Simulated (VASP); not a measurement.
# Mg2Ti3O3 (Pm-3m) in VASP: notebook

Runs on Mg2Ti3O3. Level: PBE. Tasks: relaxation of cell and atoms.

Everything below comes from runs of VASP 6.6.1. Logs are shortened: lines on timing, memory, paths and dates and some standing lists are left out, and cuts for length are marked.

## 1. The cell of the first run

It takes space group Pm-3m (No. 221, cubic). Conventional cell: a = 4.877 Å, b = 4.877 Å, c = 4.877 Å, α = 90.00°, β = 90.00°, γ = 90.00°. Mg (site symmetry m-3m) has 6 O at 2.44 Å within 3.2 Å. Mg (site symmetry m-3m) has 6 Ti at 2.44 Å within 3.2 Å. Ti (site symmetry 4/mmm) has 2 Mg at 2.44 Å and 4 O at 2.44 Å within 3.2 Å. O (site symmetry 4/mmm) has 2 Mg at 2.44 Å and 4 Ti at 2.44 Å within 3.2 Å.

The cell was generated, and may not be a known phase.

## 2. Relaxation of cell and atoms, PBE, collinear spin

Contents of INCAR:

```
PREC = Accurate
ENCUT = 600
EDIFF = 1E-7
ISMEAR = 0
SIGMA = 0.2
LREAL = False
LASPH = True
NELM = 150
ALGO = Normal
ISIF = 3
LWAVE = False
LCHARG = False
ISPIN = 2
MAGMOM = 0 0 1 1 1 0 0 0
LORBIT = 11
LMAXMIX = 4
GGA = PE
IBRION = 2
NSW = 36
EDIFFG = -0.08
```

Contents of KPOINTS:

```
regular mesh
0
Gamma
  3 3 3
```

Contents of POSCAR:

```
Mg2Ti3O3
1.0
    4.8771638100      0.0000000000      0.0000000000
    0.0000000000      4.8771638100      0.0000000000
    0.0000000000      0.0000000000      4.8771638100
Mg Ti O
2 3 3
Direct
    0.5000000000      0.5000000000      0.5000000000
    0.0000000000      0.0000000000      0.0000000000
    0.5000000000      0.0000000000      0.0000000000
    0.0000000000      0.5000000000      0.0000000000
    0.0000000000      0.0000000000      0.5000000000
    0.0000000000      0.5000000000      0.5000000000
    0.5000000000      0.0000000000      0.5000000000
    0.5000000000      0.5000000000      0.0000000000
```

Potentials or basis: VASP PAW PBE potentials, release 64 (Mg, Ti_sv, O).

Run with:

```
cat potpaw_PBE.64/Mg/POTCAR potpaw_PBE.64/Ti_sv/POTCAR potpaw_PBE.64/O/POTCAR > POTCAR
mpirun -np 1 vasp_std > vasp.out
```

OUTCAR:

```text
PREC = Accurate
   ENCUT = 600
   EDIFF = 1E-7
   ISMEAR = 0
   LREAL = False
   LASPH = True
   NELM = 150
   ISIF = 3
   ISPIN = 2
   LORBIT = 11
   GGA = PE
   IBRION = 2
   NSW = 36
   EDIFFG = -0.08

 ion  position               nearest neighbor table
   1  0.500  0.500  0.500-   6 2.44   7 2.44   8 2.44   8 2.44   7 2.44   6 2.44
   2  0.000  0.000  0.000-   3 2.44   4 2.44   5 2.44   5 2.44   4 2.44   3 2.44
   3  0.500  0.000  0.000-   2 2.44   7 2.44   8 2.44   7 2.44   8 2.44   2 2.44
   4  0.000  0.500  0.000-   2 2.44   6 2.44   8 2.44   6 2.44   2 2.44   8 2.44
   5  0.000  0.000  0.500-   2 2.44   6 2.44   7 2.44   2 2.44   6 2.44   7 2.44
   6  0.000  0.500  0.500-   1 2.44   4 2.44   5 2.44   4 2.44   5 2.44   1 2.44
   7  0.500  0.000  0.500-   1 2.44   3 2.44   5 2.44   3 2.44   1 2.44   5 2.44
   8  0.500  0.500  0.000-   1 2.44   3 2.44   4 2.44   1 2.44   3 2.44   4 2.44

  LATTYP: Found a simple cubic cell.
 ALAT       =     4.8771638100

  Lattice vectors:

 A1 = (   4.8771638100,   0.0000000000,   0.0000000000)
 A2 = (   0.0000000000,   4.8771638100,   0.0000000000)
 A3 = (   0.0000000000,   0.0000000000,   4.8771638100)

Analysis of symmetry for initial positions (statically):
=====================================================================
 Subroutine PRICEL returns:
 Original cell was already a primitive cell.

 Routine SETGRP: Setting up the symmetry group for a
 simple cubic supercell.

 Subroutine GETGRP returns: Found 48 space group operations
 (whereof 48 operations were pure point group operations)
 out of a pool of 48 trial point group operations.

The static configuration has the point symmetry O_h .

Analysis of symmetry for dynamics (positions and initial velocities):
=====================================================================
 Subroutine PRICEL returns:
 Original cell was already a primitive cell.

 Routine SETGRP: Setting up the symmetry group for a
 simple cubic supercell.

 Subroutine GETGRP returns: Found 48 space group operations
 (whereof 48 operations were pure point group operations)
 out of a pool of 48 trial point group operations.

The dynamic configuration has the point symmetry O_h .

Analysis of structural, dynamic, and magnetic symmetry:
=====================================================================
 Subroutine PRICEL returns:
 Original cell was already a primitive cell.

 Routine SETGRP: Setting up the symmetry group for a
 simple cubic supercell.

 Subroutine GETGRP returns: Found 48 space group operations
 (whereof 48 operations were pure point group operations)
 out of a pool of 48 trial point group operations.

The overall configuration has the point symmetry O_h .

 Subroutine INISYM returns: Found 48 space group operations
 (whereof 48 operations are pure point group operations),
 and found     1 'primitive' translations

----------------------------------------------------------------------------------------

                                     Primitive cell

  volume of cell :     116.0118

  direct lattice vectors                    reciprocal lattice vectors
     4.877163810  0.000000000  0.000000000     0.205037198  0.000000000  0.000000000
     0.000000000  4.877163810  0.000000000     0.000000000  0.205037198  0.000000000
     0.000000000  0.000000000  4.877163810     0.000000000  0.000000000  0.205037198

  length of vectors
     4.877163810  4.877163810  4.877163810     0.205037198  0.205037198  0.205037198

  position of ions in fractional coordinates (direct lattice)
     0.500000000  0.500000000  0.500000000
     0.000000000  0.000000000  0.000000000
     0.500000000  0.000000000  0.000000000
     0.000000000  0.500000000  0.000000000
     0.000000000  0.000000000  0.500000000
     0.000000000  0.500000000  0.500000000
     0.500000000  0.000000000  0.500000000
     0.500000000  0.500000000  0.000000000

  ion indices of the primitive-cell ions
   primitive index   ion index
                 1           1
                 2           2
                 3           3
                 4           4
                 5           5
                 6           6
                 7           7
                 8           8

----------------------------------------------------------------------------------------

 KPOINTS: regular mesh

Automatic generation of k-mesh.
 Grid dimensions read from file:
 generate k-points for:    3    3    3

 Generating k-lattice:

  Cartesian coordinates                     Fractional coordinates (reciprocal lattice)
     0.068345733  0.000000000  0.000000000     0.333333333  0.000000000  0.000000000
     0.000000000  0.068345733  0.000000000     0.000000000  0.333333333  0.000000000
     0.000000000  0.000000000  0.068345733     0.000000000  0.000000000  0.333333333

  Length of vectors
     0.068345733  0.068345733  0.068345733

  Shift w.r.t. Gamma in fractional coordinates (k-lattice)
     0.000000000  0.000000000  0.000000000

 Subroutine IBZKPT returns following result:
 ===========================================

 Found      4 irreducible k-points:

 Following reciprocal coordinates:
            Coordinates               Weight
  0.000000  0.000000  0.000000      1.000000
  0.333333  0.000000  0.000000      6.000000
  0.333333  0.333333  0.000000     12.000000
  0.333333  0.333333  0.333333      8.000000
   k-points           NKPTS =      4   k-points in BZ     NKDIM =      4   number of bands    NBANDS=     36
   number of dos      NEDOS =    301   number of ions     NIONS =      8
   total plane-waves  NPLWV =  64000
   dimension x,y,z NGX =    40 NGY =   40 NGZ =   40
   dimension x,y,z NGXF=    80 NGYF=   80 NGZF=   80
   ions per type =               2   3   3
   NGX,Y,Z   is equivalent  to a cutoff of  13.63, 13.63, 13.63 a.u.
   NGXF,Y,Z  is equivalent  to a cutoff of  27.27, 27.27, 27.27 a.u.
 SYSTEM =  unknown system
   PREC   = accura    normal or accurate (medium, high low for compatibility)
   ISTART =      0    job   : 0-new  1-cont  2-samecut
   ICHARG =      2    charge: 1-file 2-atom 10-const
   ISPIN  =      2    spin polarized calculation?
   LNONCOLLINEAR =      F non collinear calculations
   LSORBIT =      F    spin-orbit coupling
   LASPH  =      T    aspherical Exc in radial PAW
   ENCUT  =  600.0 eV  44.10 Ry    6.64 a.u.   9.74  9.74  9.74*2*pi/ulx,y,z
   NELM   =    150;   NELMIN=  2; NELMDL= -5     # of ELM steps
   EDIFF  = 0.1E-06   stopping-criterion for ELM
   LREAL  =      F    real-space projection
   EDIFFG = -.8E-01   stopping-criterion for IOM
   NSW    =     36    number of steps for IOM
   IBRION =      2    ionic relax: 0-MD 1-quasi-New 2-CG
   NFREE  =      1    steps in history (QN), initial steepest desc. (CG)
   ISIF   =      3    stress and relaxation
   ISYM   =      2    0-nonsym 1-usesym 2-fastsym
   POTIM  = 0.5000    time-step for ionic-motion
   TEBEG  =    0.0;   TEEND  =   0.0 temperature during run
   PSTRESS=    0.0 pullay stress
   NELECT =      58.0000    total number of electrons
   NUPDOWN=      -1.0000    fix difference up-down
   EMIN   =  10.00;   EMAX   =-10.00  energy-range for DOS
   EFERMI =   0.00;   METHOD = LEGACY
   ISMEAR =     0;   SIGMA  =   0.20  broadening in eV -4-tet -1-fermi 0-gaus
   EFERMI_NEDOS =   21; number of points for ismear=-14 and -15
   IALGO  =     38    algorithm
   IMIX   =      4    mixing-type and parameters
     AMIX     =   0.40;   BMIX     =  1.00
     AMIX_MAG =   1.60;   BMIX_MAG =  1.00
  volume/ion in A,a.u.               =      14.50        97.86
  Fermi-wavevector in a.u.,A,eV,Ry     =   1.299322  2.455363 22.969871  1.688238
  Thomas-Fermi vector in A             =   2.430593
   LORBIT       =     11    0 simple, 1 ext, 2 COOP (PROOUT), +10 PAW based schemes
   GGA     = PE    functional components
   LHFCALC =     F    Hartree Fock is set to
   AEXX    =    0.0000 exact exchange contribution
   IVDW    =     0    specifies the selected vdW correction
   LEPSILON=     F    determine dielectric tensor
   LRPA    =     F    only Hartree local field effects (RPA)
 conjugate gradient relaxation of ions
 spin polarized calculation
 Gauss-broadening in eV      SIGMA  =   0.20
  energy-cutoff  :      600.00
  volume of cell :      116.01
 maximum number of plane-waves:      3887
 NGX is ok and might be reduce to    40
   NGX = 19   NGY = 19   NGZ = 19

--------------------------------------- Ionic step        1  -------------------------------------------

 number of electron      57.9999989 magnetization       0.4018062

 Free energy of the ion-electron system (eV)
  ---------------------------------------------------
  ext. energy  EPLUGINS =         0.00000000
  ---------------------------------------------------
  free energy    TOTEN  =       -48.92598853 eV

  energy without entropy =      -48.83185082  energy(sigma->0) =      -48.87891967

------------------------ aborting loop because EDIFF is reached ----------------------------------------

  FORCE on cell =-STRESS in cart. coord.  units (eV):
  Direction    XX          YY          ZZ          XY          YZ          ZX
  --------------------------------------------------------------------------------------
  -------------------------------------------------------------------------------------
  Total       -9.8665959     -9.8665959     -9.8665959     -0.0000000     -0.0000000      0.0000000
  in kB     -136.2623573   -136.2623573   -136.2623573     -0.0000000     -0.0000000      0.0000000
  external PRESSURE =    -136.2623573 kB  Pullay stress =       0.0000000 kB

 VOLUME and BASIS-vectors are now :
 -----------------------------------------------------------------------------
  energy-cutoff  :      600.00
  volume of cell :      116.01
      direct lattice vectors                 reciprocal lattice vectors
     4.877163810  0.000000000  0.000000000     0.205037198  0.000000000  0.000000000
     0.000000000  4.877163810  0.000000000     0.000000000  0.205037198  0.000000000
     0.000000000  0.000000000  4.877163810     0.000000000  0.000000000  0.205037198
[... 58 lines left out ...]
  FREE ENERGIE OF THE ION-ELECTRON SYSTEM (eV)
  ---------------------------------------------------
  free  energy   TOTEN  =       -49.7456740154 eV

  energy  without entropy=      -49.6714238177  energy(sigma->0) =      -49.70854892

--------------------------------------- Ionic step        3  -------------------------------------------

 number of electron      57.9999999 magnetization      -0.0000055

 number of electron      57.9999999 magnetization       0.0000013

 Free energy of the ion-electron system (eV)
  ---------------------------------------------------
  ext. energy  EPLUGINS =         0.00000000
  ---------------------------------------------------
  free energy    TOTEN  =       -49.76600021 eV

  energy without entropy =      -49.68981391  energy(sigma->0) =      -49.72790706

 E-fermi :   8.1333     XC(G=0): -11.2292

 val. band max:        7.9958945337   @ k =   0.0000   0.0000   0.0000
 cond. band min:       8.2987902591   @ k =   0.3333   0.3333   0.0000
 fundamental gap:      0.3028957253
 Fermi energy:         8.1333171709

 spin component 1

 k-point     1 :       0.0000    0.0000    0.0000
  band No.  band energies     occupation
      1     -49.5926      1.00000
      2     -49.5621      1.00000
      3     -49.5621      1.00000
      4     -26.0111      1.00000
      5     -26.0111      1.00000
      6     -26.0111      1.00000
[... 145 lines left out ...]
     35       9.6680      0.00000
     36       9.6680      0.00000
 Fermi energy:         8.1333171709

 spin component 2

 k-point     1 :       0.0000    0.0000    0.0000
  band No.  band energies     occupation
      1     -49.5926      1.00000
      2     -49.5621      1.00000
      3     -49.5621      1.00000
      4     -26.0111      1.00000
      5     -26.0111      1.00000
      6     -26.0111      1.00000
[... 167 lines left out ...]
 POSITION                                       TOTAL-FORCE (eV/Angst)
 -----------------------------------------------------------------------------------
      2.31103      2.31103      2.31103         0.000000      0.000000      0.000000
      0.00000      0.00000      0.00000         0.000000     -0.000000      0.000000
      2.31103     -0.00000      0.00000         0.000000     -0.000000      0.000000
     -0.00000      2.31103      0.00000         0.000000     -0.000000      0.000000
      0.00000     -0.00000      2.31103         0.000000      0.000000      0.000000
     -0.00000      2.31103      2.31103        -0.000000      0.000000      0.000000
      2.31103     -0.00000      2.31103         0.000000      0.000000      0.000000
      2.31103      2.31103      0.00000         0.000000      0.000000      0.000000
 -----------------------------------------------------------------------------------
    total drift:                                0.000000      0.000000     -0.000000

  FREE ENERGIE OF THE ION-ELECTRON SYSTEM (eV)
  ---------------------------------------------------
  free  energy   TOTEN  =       -49.7660002096 eV

  energy  without entropy=      -49.6898139122  energy(sigma->0) =      -49.72790706

 reached required accuracy - stopping structural energy minimisation

 total charge

# of ion       s       p       d       tot
------------------------------------------
    1        0.119   0.107   0.043   0.269
    2        0.386   0.349   0.063   0.798
    3        2.173   6.091   2.016  10.280
    4        2.173   6.091   2.016  10.280
    5        2.173   6.091   2.016  10.280
    6        1.550   3.388   0.000   4.938
    7        1.550   3.388   0.000   4.938
    8        1.550   3.388   0.000   4.938
--------------------------------------------------
tot         11.677  28.893   6.154  46.723

 magnetization (x)

# of ion       s       p       d       tot
------------------------------------------
    1       -0.000   0.000  -0.000   0.000
    2        0.000   0.000   0.000   0.000
    3       -0.000  -0.000   0.000   0.000
    4       -0.000  -0.000   0.000   0.000
    5       -0.000  -0.000   0.000   0.000
    6       -0.000  -0.000   0.000  -0.000
    7       -0.000  -0.000   0.000  -0.000
    8       -0.000  -0.000   0.000  -0.000
--------------------------------------------------
tot         -0.000  -0.000   0.000   0.000
```

Wall time 2.1 min (1 thread of Intel Xeon 6975P-C (Granite Rapids), shared host); peak memory 0.29 GiB.

What came out:

```yaml
Free_energy: -49.7660 eV
Relaxed_volume: 12.34 Å³/atom
Relaxed_cell: a = 4.622 Å, b = 4.622 Å, c = 4.622 Å, α = 90.00°, β = 90.00°, γ = 90.00°
Space_group_after_relaxing_to_0.1_Å: Pm-3m (No. 221)
Energy_gained_by_relaxing: 105.0 meV/atom
Ionic_steps: 3
Pressure_after_relaxing: 0.1 GPa
Band_gap_on_the_k_mesh: zero (filled and empty bands overlap)
Net_moment: 0.00 μB per cell
Valence_electrons_inside_the_program's_atomic_spheres: Mg 0.27, 0.80; Ti 10.28; O 4.94
```

Step by step:
```tsv
step	energy change (eV)	largest force (eV/Å)	pressure (GPa)	volume (Å³)
1	0.0000	0.0000	-13.63	116.01
2	-0.8197	0.0000	2.89	96.51
3	-0.8400	0.0000	0.08	98.74
```

Final structure:
```yaml
crystal:
  lattice:
    - [4.62207, 0.00000, 0.00000]
    - [0.00000, 4.62207, 0.00000]
    - [0.00000, 0.00000, 4.62207]
  atoms:
    - { symbol: Mg, position: [0.50000, 0.50000, 0.50000] }
    - { symbol: Mg, position: [0.00000, 0.00000, 0.00000] }
    - { symbol: Ti, position: [0.50000, 0.00000, 0.00000] }
    - { symbol: Ti, position: [0.00000, 0.50000, 0.00000] }
    - { symbol: Ti, position: [0.00000, 0.00000, 0.50000] }
    - { symbol: O, position: [0.00000, 0.50000, 0.50000] }
    - { symbol: O, position: [0.50000, 0.00000, 0.50000] }
    - { symbol: O, position: [0.50000, 0.50000, 0.00000] }
```

Caveat: the k points lie up to 0.45 Å⁻¹ apart in the final cell.

## 3. Relaxation of cell and atoms, PBE, collinear spin

This run uses another cell than the first one, of 13.48 Å³/atom.

Contents of INCAR:

```
SYSTEM = Mg2Ti3O3
PREC = Accurate
ENCUT = 600
EDIFF = 1E-6
ISMEAR = 0
SIGMA = 0.2
LREAL = .False.
LASPH = .True.
NELM = 150
ALGO = Normal
ISIF = 3
LWAVE = .False.
LCHARG = .False.
ISPIN = 2
MAGMOM = 0 0 1 1 1 0 0 0
LORBIT = 11
LMAXMIX = 4
GGA = PE
IBRION = 2
NSW = 36
EDIFFG = -0.08
```

Contents of KPOINTS:

```
regular mesh
0
Gamma
  4 4 4
  0 0 0
```

Contents of POSCAR:

```
Mg2Ti3O3
1.0
    4.7593261600      0.0000000000      0.0000000000
    0.0000000000      4.7593261600      0.0000000000
    0.0000000000      0.0000000000      4.7593261600
Mg Ti O
2 3 3
Direct
    0.5000000000      0.5000000000      0.5000000000
    0.0000000000      0.0000000000      0.0000000000
    0.0000000000      0.5000000000      0.5000000000
    0.5000000000      0.0000000000      0.5000000000
    0.5000000000      0.5000000000      0.0000000000
    0.5000000000      0.0000000000      0.0000000000
    0.0000000000      0.5000000000      0.0000000000
    0.0000000000      0.0000000000      0.5000000000
```

Potentials or basis: VASP PAW PBE potentials, release 64 (Mg, Ti_sv, O).

Run with:

```
cat potpaw_PBE.64/Mg/POTCAR potpaw_PBE.64/Ti_sv/POTCAR potpaw_PBE.64/O/POTCAR > POTCAR
mpirun -np 1 vasp_std > vasp.out
```

It took 3.2 min on 1 thread of Intel Xeon 6975P-C (Granite Rapids), shared host; peak memory 0.33 GiB.

It converged, with:

- Free energy: -49.6618 eV
- Relaxed volume: 12.37 Å³/atom
- Relaxed cell: a = 4.625 Å, b = 4.625 Å, c = 4.625 Å, α = 90.00°, β = 90.00°, γ = 90.00°
- Space group after relaxing (to 0.1 Å): Pm-3m (No. 221)
- Energy gained by relaxing: 31.3 meV/atom
- Ionic steps: 3
- Pressure after relaxing: 0.0 GPa
- Band gap on the k mesh: zero (filled and empty bands overlap)
- Net moment: 0.00 μB per cell
- Valence electrons inside the program's atomic spheres: Mg 0.80, 0.27; Ti 10.28; O 4.94

Step by step:
```csv
step,energy change (eV),largest force (eV/Å),pressure (GPa),volume (Å³)
1,0.0000,0.0000,-8.45,107.80
2,-0.2365,0.0000,2.36,97.09
3,-0.2502,0.0000,0.02,98.96
```

Final structure:
```xyz
8
Lattice="4.6255 0.0000 0.0000 0.0000 4.6255 0.0000 0.0000 0.0000 4.6255" Properties=species:S:1:pos:R:3 pbc="T T T"
Mg    2.3127    2.3127    2.3127
Mg    0.0000    0.0000    0.0000
Ti    0.0000    2.3127    2.3127
Ti    2.3127    0.0000    2.3127
Ti    2.3127    2.3127    0.0000
O     2.3127    0.0000    0.0000
O     0.0000    2.3127    0.0000
O     0.0000    0.0000    2.3127
```

Levels at points of the mesh, in eV from the Fermi level:
Spin up:
```
           k point  band 25  band 26  band 27  band 28  band 29  band 30  band 31  band 32  band 33  band 34
(0.00, 0.00, 0.00)    -4.75    -2.01    -2.01    -2.01    -0.08     0.27     0.27     0.27     0.51     0.51
(0.50, 0.00, 0.00)    -3.72    -1.67    -1.10    -0.77    -0.77    -0.21     0.04     0.04     0.71     1.01
(0.50, 0.50, 0.00)    -2.84    -1.74    -1.61    -1.61     0.39     0.39     0.40     0.76     0.77     0.99
(0.50, 0.50, 0.50)    -2.08    -1.85    -1.85    -1.85     0.85     1.16     1.16     1.19     1.19     1.19
```
Spin down:
| k point | band 27 | band 28 | band 29 | band 30 | band 31 | band 32 |
| --- | --- | --- | --- | --- | --- | --- |
| (0.00, 0.00, 0.00) | -2.01 | -2.01 | -0.08 | 0.27 | 0.27 | 0.27 |
| (0.50, 0.00, 0.00) | -1.10 | -0.77 | -0.77 | -0.21 | 0.04 | 0.04 |
| (0.50, 0.50, 0.00) | -1.61 | -1.61 | 0.39 | 0.39 | 0.40 | 0.76 |
| (0.50, 0.50, 0.50) | -1.85 | -1.85 | 0.85 | 1.16 | 1.16 | 1.19 |

The gap in the log of VASP goes by the Fermi energy; the results here count the filled bands.